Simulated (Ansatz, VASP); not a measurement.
# One calculation of MnS, two programs

POSCAR

```
MnS
1.0
    0.0000000000      2.8233573086      2.8233573086
    2.8233573086      0.0000000000      2.8233573086
    2.8233573086      2.8233573086      0.0000000000
Mn S
1 1
Direct
    0.0000000000      0.0000000000      0.0000000000
    0.2500000000      0.2500000000      0.2500000000
```

File INCAR.step1:

```
  ALGO = Normal
  EDIFF = 1E-4
  ENCUT = 520
  GGA = PE
  ISMEAR = 0
  ISPIN = 2
  LASPH = T
  LCHARG = F
  LMAXMIX = 4
  LREAL = F
  LWAVE = T
  MAGMOM = 4.76 0.12
  NBANDS = 20
  NELM = 150
  PREC = Accurate
  SIGMA = 0.02
```

INCAR.step2

```
  ALGO = Normal
  EDIFF = 1E-6
  ENCUT = 520
  ISIF = 2
  ISMEAR = 0
  ISPIN = 2
  ISTART = 1
  LASPH = T
  LCHARG = F
  LMAXMIX = 4
  LMIXTAU = T
  LORBIT = 11
  LREAL = F
  LWAVE = F
  MAGMOM = 4.76 0.12
  METAGGA = R2SCAN
  NBANDS = 20
  NELM = 150
  PREC = Accurate
  SIGMA = 0.02
```

KPOINTS

```
k-points
0
Gamma
  12 12 12
```

Input for Ansatz:

```yaml
crystal:
  lattice:
    - [0.0, 2.8233573086, 2.8233573086]
    - [2.8233573086, 0.0, 2.8233573086]
    - [2.8233573086, 2.8233573086, 0.0]
  atoms:
    - { symbol: Mn, position: [0.0, 0.0, 0.0], spin: 4.76 }
    - { symbol: S, position: [0.25, 0.25, 0.25], spin: 0.12 }
basis:
  ecutwfc: 500
kpoints:
  mp_grid: { grid: [12, 12, 12] }
  band_path: { path: [VBM, CBM], npoints: 2 }
hamiltonian:
  xc: r2scan
scf:
  occupations: { method: gaussian, width: 0.02 }
output:
  forces: false
  stress: false
  eigenvalues: true
  populations: true
magnetization:
  spin_polarized: true
checkpoint:
  read: start.run
  write: ck
  compress: false
  write_wavefunctions: false
  write_every: 100000
```

Alike in both runs: task single point; functional r2SCAN; k mesh 12 × 12 × 12; occupations gaussian, width 0.02 eV; collinear spin.

```csv
,VASP,Ansatz
version,VASP 6.6.1,Ansatz 0.2.0
potentials or method,"VASP PAW PBE potentials, release 64 (Mn_pv, S), cutoff 520 eV","scalar-relativistic, plane waves, PAW"
valence electrons in the cell,19,21
```

```tsv
	VASP	Ansatz	Ansatz less VASP
gap on the k mesh at the Fermi level (eV)	0.73	0.73	+0.006
least direct gap on the mesh (eV)	1.23	1.22	-0.012
net moment per atom (μB)	2.50	2.50	0.000
size of the moment on the site where the two differ most (μB)	4.48	4.33	-0.148
```

VASP's potentials were made for PBE, not for r2SCAN. Site moments also hang on the region over which each program counts them. VASP's potentials hold 19 valence electrons a cell and Ansatz's 21, so a difference there can come from the potentials and not from the codes. Ansatz's warnings: stability check not made.
